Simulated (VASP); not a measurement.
Input of a VASP 6.6.1 run:

Contents of INCAR:

```
PREC = Accurate
ENCUT = 520
EDIFF = 1E-6
ISMEAR = -1
SIGMA = 0.01
LREAL = Auto
LASPH = T
NELM = 120
ALGO = Normal
ISIF = 2
LWAVE = F
LCHARG = F
GGA = PE
NBANDS = 332
GGA_COMPAT = F
```

KPOINTS

```
Automatic mesh
0
Gamma
  1 1 1
  0.25 0.25 0.25
```

The input POSCAR:

```
TiB64N64
1.0
    9.9533750500      0.0000000000      0.0000000000
   -4.9766875200      8.6198756400      0.0000000000
    0.0000000000      0.0000000000     12.9909657500
B N Ti
64 64 1
Direct
    0.1193203851      0.1728325398      0.1254136168
    0.1292237321      0.0765298744      0.3847112752
    0.0682683956      0.1599272493      0.6295341053
    0.1817477269      0.0900927151      0.8740676574
    0.1195227429      0.4237882485      0.1221254856
    0.1294818811      0.3253450650      0.3885634907
[... 121 lines left out ...]
    0.9017374250      0.8266839683      0.6251659158
    0.3764341600      0.3771195938      0.2508219222
```

Potentials or basis: VASP PAW PBE potentials, release 64 (B, N, Ti_sv).

Launch:

```bash
$ cat potpaw_PBE.64/B/POTCAR potpaw_PBE.64/N/POTCAR potpaw_PBE.64/Ti_sv/POTCAR > POTCAR
$ mpirun -np 1 vasp_std > vasp.out
```

Problem. What does it give for the largest force?

Solution. 0.159 eV/Å.

Problem. Predict the pressure.

Solution. 8.8 GPa.

Stress tensor (GPa, compression positive):
```
11.34  0.12 -0.37
 0.12 10.50 -0.16
-0.37 -0.16  4.44
```
